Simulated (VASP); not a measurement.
A run of VASP 6.6.1 is set up as follows.

File INCAR:

```
SYSTEM = Rh
  ALGO = Normal
  EDIFF = 1E-6
  ENCUT = 520
  GGA = CA
  ISIF = 2
  ISMEAR = -1
  LASPH = .True.
  LCHARG = .True.
  LELF = .True.
  LREAL = .False.
  LVHAR = .True.
  LWAVE = .False.
  NBANDS = 38
  NELM = 60
  PREC = Accurate
  SIGMA = 0.15
```

KPOINTS

```
k-points
0
Gamma
  10 10 3
  0 0 0
```

Contents of POSCAR:

```
Rh
1.0
    2.7271667594      0.0000000000      0.0000000000
   -1.3635828731      2.3617951363      0.0000000000
    0.0000000000      0.0000000000      8.9138473560
Rh
4
Direct
    0.0000000000      0.0000000000      0.0000000000
    0.3333333333      0.6666666667      0.2500000000
    0.0000000000      0.0000000000      0.5000000000
    0.6666666667      0.3333333333      0.7500000000
```

Potentials or basis: VASP PAW LDA potentials, release 64 (Rh_pv).

Command:

```bash
$ cat potpaw_LDA.64/Rh_pv/POTCAR > POTCAR
$ mpirun -np 1 vasp_std > vasp.out
```

(1) Estimate the band gap on the k mesh.

(2) Predict the pressure.

Results:

(1) zero (band 30 reaches 11.73 eV, above the bottom of band 31 at 10.00 eV).

(2) -19.1 GPa.
